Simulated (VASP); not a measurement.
# SiC: single point with PBE

Crystal: SiC.

```
Si C
1.0
     0.00000    2.23366    2.32125
     2.01467    0.00000    2.32125
     2.01467    2.23366    0.00000
Si C
1 1
Cartesian
  0.0000 0.0000 0.0000
  3.0220 3.3505 3.4819
```

This cell differs from its parent crystal: strain +e along x and -e along y -0.0700, strain +e along z and -e/2 along x and y +0.0200.

```json
{"Program": "VASP 6.6.1", "Task": "single point", "Functional": "PBE", "Potentials or basis": "VASP PAW PBE potentials, release 64 (Si, C)", "Cutoff": "600 eV", "k mesh": "10 × 10 × 10", "Occupations": "gaussian, width 0.05 eV", "Spin": "no spin polarisation"}
```

* Pressure: -0.3 GPa
* Band gap on the k mesh: 0.25 eV (least direct gap 4.41 eV)

Stress tensor (GPa, compression positive):
```
 16.36   0.00   0.00
  0.00  -1.05   0.00
  0.00   0.00 -16.07
```

Levels at points of the mesh, in eV from the valence-band top:
| k point | band 1 | band 2 | band 3 | band 4 | band 5 | band 6 | band 7 | band 8 | band 9 |
| --- | --- | --- | --- | --- | --- | --- | --- | --- | --- |
| (0.00, 0.00, 0.00) | -15.84 | -0.89 | -0.52 | 0.00 | 5.52 | 6.56 | 6.90 | 6.95 | 12.03 |
| (0.50, 0.00, 0.00) | -12.26 | -8.97 | -2.25 | -0.88 | 3.98 | 5.97 | 8.34 | 9.76 | 14.52 |
| (0.50, 0.50, 0.00) | -11.29 | -8.99 | -3.01 | -2.90 | 1.51 | 4.85 | 12.08 | 12.93 | 14.82 |
| (0.50, 0.00, 0.50) | -11.00 | -8.51 | -3.46 | -3.25 | 1.16 | 4.21 | 11.27 | 13.24 | 15.05 |
| (0.00, 0.50, 0.50) | -10.22 | -7.23 | -4.52 | -4.43 | 0.25 | 2.37 | 12.41 | 13.66 | 15.13 |

Wall time 83 s on 1 thread of Intel Xeon 8259CL, on a shared host, peak memory 0.18 GiB.

Caveat: the cell differs from its parent crystal (strain +e along x and -e along y -0.0700, strain +e along z and -e/2 along x and y +0.0200); the stress differs along the axes, from -16 to 16 GPa; semilocal functionals underestimate gaps, and a narrow one can read as zero. A k mesh can miss the band edges.
